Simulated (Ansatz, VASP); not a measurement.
One calculation of SnO, two programs

```
CELL_PARAMETERS angstrom
3.68346 0.00000 0.00000
0.00000 3.68346 0.00000
0.00000 0.00000 4.28423
ATOMIC_POSITIONS crystal
Sn 0.00000 0.50000 0.24575
Sn 0.50000 0.00000 0.75425
O 0.00000 0.00000 0.00000
O 0.50000 0.50000 0.00000
```

Alike in both runs: task single point; functional LDA; k mesh 12 × 12 × 10; occupations gaussian, width 0.15 eV; no spin polarisation.

```csv
,VASP,Ansatz
version,VASP 6.6.1,Ansatz 0.2.0
potentials or method,"VASP PAW LDA potentials, release 64 (Sn_d, O), cutoff 520 eV","scalar-relativistic, plane waves, PAW"
valence electrons in the cell,40,40
```

Ansatz gave:

```
gap on the k mesh at the Fermi level (eV)                     : none
pressure (GPa)                                                : 16.4
traceless stress, the component that is largest in VASP (GPa) : 0.48
rms of the force components (eV/Å)                            : 0.895
```

Question: Estimate VASP's values.

Answer: gap on the k mesh at the Fermi level (eV): none; pressure (GPa): 17.1; traceless stress, the component that is largest in VASP (GPa): 0.43; rms of the force components (eV/Å): 0.957.

LDA's correlation is that of Perdew and Zunger in VASP and of Perdew and Wang (1992) in Ansatz. Atom by atom the forces differ by 0.062 eV/Å (rms over components). A gap of «none» marks a metal or a gap that the smearing closes.
